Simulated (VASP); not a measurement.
# Nb4Ga (Im-3m) in VASP: relaxation of cell and atoms with PBE

Aim: the relaxation of cell and atoms of Nb4Ga with PBE.

Program: VASP 6.6.1. These are calculated values, not measurements. Logs are shortened: lines on timing, memory, paths and dates and some standing lists are left out, and cuts for length are marked.

## 1. The cell of the first run

The structure is cubic, space group Im-3m (No. 229). Conventional cell: a = 5.924 Å, b = 5.924 Å, c = 5.924 Å, α = 90.00°, β = 90.00°, γ = 90.00°. Within 3.4 Å of Nb (site symmetry -3m) lie 2 Ga at 2.57 Å and 6 Nb at 2.96 Å. Ga (site symmetry m-3m) has 8 Nb at 2.57 Å within 3.4 Å.

The cell was generated, and may not be a known phase.

## 2. Relaxation of cell and atoms, PBE

INCAR reads:

```
SYSTEM = Nb4Ga
  PREC = Accurate
  ENCUT = 600
  EDIFF = 1E-6
  ISMEAR = 0
  SIGMA = 0.1
  LREAL = .False.
  LASPH = .True.
  NELM = 60
  ALGO = Fast
  ISIF = 3
  LWAVE = .False.
  LCHARG = .False.
  GGA = PE
  IBRION = 2
  NSW = 100
  EDIFFG = -0.01
```

KPOINTS reads:

```
regular mesh
0
Gamma
  10 10 10
  0 0 0
```

POSCAR reads:

```
Nb4Ga
1.0
   -2.9620577147      2.9620577147      2.9620577147
    2.9620577147     -2.9620577147      2.9620577147
    2.9620577147      2.9620577147     -2.9620577147
Nb Ga
4 1
Direct
    0.0000000000      0.0000000000      0.5000000000
    0.0000000000      0.5000000000      0.0000000000
    0.5000000000      0.0000000000      0.0000000000
    0.5000000000      0.5000000000      0.5000000000
    0.0000000000      0.0000000000      0.0000000000
```

Potentials or basis: VASP PAW PBE potentials, release 64 (Nb_sv, Ga_d).

Command:

```
cat potpaw_PBE.64/Nb_sv/POTCAR potpaw_PBE.64/Ga_d/POTCAR > POTCAR
mpirun -np 1 vasp_std > vasp.out
```

OUTCAR:

```text
SYSTEM = Nb4Ga
   PREC = Accurate
   ENCUT = 600
   EDIFF = 1E-6
   ISMEAR = 0
   LREAL = .False.
   LASPH = .True.
   NELM = 60
   ISIF = 3
   GGA = PE
   IBRION = 2
   NSW = 100
   EDIFFG = -0.01

 ion  position               nearest neighbor table
   1  0.000  0.000  0.500-   5 2.57   5 2.57   4 2.96   2 2.96   3 2.96   2 2.96   3 2.96   4 2.96

   2  0.000  0.500  0.000-   5 2.57   5 2.57   4 2.96   1 2.96   3 2.96   1 2.96   4 2.96   3 2.96

   3  0.500  0.000  0.000-   5 2.57   5 2.57   4 2.96   1 2.96   4 2.96   2 2.96   1 2.96   2 2.96

   4  0.500  0.500  0.500-   5 2.57   5 2.57   3 2.96   1 2.96   3 2.96   2 2.96   1 2.96   2 2.96

   5  0.000  0.000  0.000-   1 2.57   2 2.57   3 2.57   4 2.57   1 2.57   2 2.57   3 2.57   4 2.57

  LATTYP: Found a body centered cubic cell.
 ALAT       =     5.9241154294

  Lattice vectors:

 A1 = (  -2.9620577147,   2.9620577147,   2.9620577147)
 A2 = (   2.9620577147,  -2.9620577147,   2.9620577147)
 A3 = (   2.9620577147,   2.9620577147,  -2.9620577147)

Analysis of symmetry for initial positions (statically):
=====================================================================
 Subroutine PRICEL returns:
 Original cell was already a primitive cell.

 Routine SETGRP: Setting up the symmetry group for a
 body centered cubic supercell.

 Subroutine GETGRP returns: Found 48 space group operations
 (whereof 48 operations were pure point group operations)
 out of a pool of 48 trial point group operations.

The static configuration has the point symmetry O_h .

Analysis of symmetry for dynamics (positions and initial velocities):
=====================================================================
 Subroutine PRICEL returns:
 Original cell was already a primitive cell.

 Routine SETGRP: Setting up the symmetry group for a
 body centered cubic supercell.

 Subroutine GETGRP returns: Found 48 space group operations
 (whereof 48 operations were pure point group operations)
 out of a pool of 48 trial point group operations.

The dynamic configuration has the point symmetry O_h .

 Subroutine INISYM returns: Found 48 space group operations
 (whereof 48 operations are pure point group operations),
 and found     1 'primitive' translations

----------------------------------------------------------------------------------------
[... 128 lines left out ...]
   LEPSILON=     F    determine dielectric tensor
   LRPA    =     F    only Hartree local field effects (RPA)
 conjugate gradient relaxation of ions
 non-spin polarized calculation
 RMM-DIIS sequential band-by-band and
 Gauss-broadening in eV      SIGMA  =   0.10
  energy-cutoff  :      600.00
  volume of cell :      103.95
 maximum number of plane-waves:      3490
 NGX is ok and might be reduce to    42
   NGX = 21   NGY = 21   NGZ = 21

--------------------------------------- Ionic step        1  -------------------------------------------

 number of electron      64.9999993 magnetization

 Free energy of the ion-electron system (eV)
  ---------------------------------------------------
  ext. energy  EPLUGINS =         0.00000000
  ---------------------------------------------------
  free energy    TOTEN  =       -39.39999954 eV

  energy without entropy =      -39.37472661  energy(sigma->0) =      -39.38736308

------------------------ aborting loop EDIFF was not reached (unconverged)  ----------------------------

  FORCE on cell =-STRESS in cart. coord.  units (eV):
  Direction    XX          YY          ZZ          XY          YZ          ZX
  --------------------------------------------------------------------------------------
  -------------------------------------------------------------------------------------
  Total       -0.3602453     -0.3602453     -0.3602453      0.0000000     -0.0000000      0.0000000
  in kB       -5.5522419     -5.5522419     -5.5522419      0.0000000     -0.0000000      0.0000000
  external PRESSURE =      -5.5522419 kB  Pullay stress =       0.0000000 kB
[... 26 lines left out ...]
--------------------------------------- Ionic step        2  -------------------------------------------

 number of electron      64.9999990 magnetization

------------------------ aborting loop because EDIFF is reached ----------------------------------------

  FORCE on cell =-STRESS in cart. coord.  units (eV):
  Direction    XX          YY          ZZ          XY          YZ          ZX
  --------------------------------------------------------------------------------------
  -------------------------------------------------------------------------------------
  Total        0.5508150      0.5508150      0.5508150      0.0000000      0.0000000      0.0000000
  in kB        8.5785182      8.5785182      8.5785182      0.0000000      0.0000000      0.0000000
  external PRESSURE =       8.5785182 kB  Pullay stress =       0.0000000 kB
[... 26 lines left out ...]
--------------------------------------- Ionic step        3  -------------------------------------------

 number of electron      64.9999992 magnetization

 Free energy of the ion-electron system (eV)
  ---------------------------------------------------
  ext. energy  EPLUGINS =         0.00000000
  ---------------------------------------------------
  free energy    TOTEN  =       -39.40103723 eV

  energy without entropy =      -39.37574828  energy(sigma->0) =      -39.38839275

 E-fermi :   8.4908     XC(G=0): -11.4143

 val. band max:        8.4723415627   @ k =  -0.3000   0.3000   0.2000
 cond. band min:       8.5079798143   @ k =   0.5000   0.5000   0.5000
 fundamental gap:      0.0356382516
 Fermi energy:         8.4907908732

 k-point     1 :       0.0000    0.0000    0.0000
  band No.  band energies     occupation
      1     -46.4560      2.00000
      2     -46.3126      2.00000
      3     -46.3126      2.00000
      4     -46.3126      2.00000
      5     -22.8206      2.00000
      6     -22.8206      2.00000
[... 997 lines left out ...]
     38      10.4499      0.00000
     39      10.6701      0.00000

 [... further k-points ...]

------------------------ aborting loop because EDIFF is reached ----------------------------------------

  FORCE on cell =-STRESS in cart. coord.  units (eV):
  Direction    XX          YY          ZZ          XY          YZ          ZX
  --------------------------------------------------------------------------------------
  -------------------------------------------------------------------------------------
  Total        0.0158317      0.0158317      0.0158317     -0.0000000      0.0000000      0.0000000
  in kB        0.2450955      0.2450955      0.2450955     -0.0000000      0.0000000      0.0000000
  external PRESSURE =       0.2450955 kB  Pullay stress =       0.0000000 kB
[... 20 lines left out ...]
  FREE ENERGIE OF THE ION-ELECTRON SYSTEM (eV)
  ---------------------------------------------------
  free  energy   TOTEN  =       -39.4010372308 eV

  energy  without entropy=      -39.3757482781  energy(sigma->0) =      -39.38839275

 reached required accuracy - stopping structural energy minimisation
```

CONTCAR:

```text
Nb4Ga
   1.00000000000000
    -2.9576564972222004    2.9576564972222004    2.9576564972222004
     2.9576564972222004   -2.9576564972222004    2.9576564972222004
     2.9576564972222004    2.9576564972222004   -2.9576564972222004
  Nb              Ga
     4     1
Direct
     0.0000000000000000    0.0000000000000000    0.5000000000000000
     0.0000000000000000    0.5000000000000000    0.0000000000000000
     0.5000000000000000    0.0000000000000000    0.0000000000000000
     0.5000000000000000    0.5000000000000000    0.5000000000000000
     0.0000000000000000    0.0000000000000000    0.0000000000000000

  0.00000000E+00  0.00000000E+00  0.00000000E+00
  0.00000000E+00  0.00000000E+00  0.00000000E+00
  0.00000000E+00  0.00000000E+00  0.00000000E+00
  0.00000000E+00  0.00000000E+00  0.00000000E+00
  0.00000000E+00  0.00000000E+00  0.00000000E+00
```

It took 33 min on 1 thread of Intel Xeon Platinum 8559C (Emerald Rapids), shared host; peak memory 0.4 GiB.

What came out:

| Property | Result |
| --- | --- |
| Free energy | -39.4010 eV |
| Relaxed volume | 20.70 Å³/atom |
| Relaxed cell | a = 5.123 Å, b = 5.123 Å, c = 5.123 Å, α = 109.47°, β = 109.47°, γ = 109.47° |
| Space group after relaxing (to 0.1 Å) | Im-3m (No. 229) |
| Energy gained by relaxing | 0.2 meV/atom |
| Ionic steps | 3 |
| Pressure after relaxing | 0.0 GPa |
| Band gap on the k mesh | zero (an odd number of electrons rules out a gap without spin polarisation) |

Step by step:
```tsv
step	energy change (eV)	largest force (eV/Å)	pressure (GPa)	volume (Å³)
1	0.0000	0.0000	-0.56	103.95
2	0.0008	0.0000	0.86	102.87
3	-0.0010	0.0000	0.02	103.49
```

Final structure:
```xyz
5
Lattice="-2.9577 2.9577 2.9577 2.9577 -2.9577 2.9577 2.9577 2.9577 -2.9577" Properties=species:S:1:pos:R:3 pbc="T T T"
Nb    1.4788    1.4788   -1.4788
Nb    1.4788   -1.4788    1.4788
Nb   -1.4788    1.4788    1.4788
Nb    1.4788    1.4788    1.4788
Ga    0.0000    0.0000    0.0000
```

The gap in the log of VASP goes by the Fermi energy; the results here count the filled bands.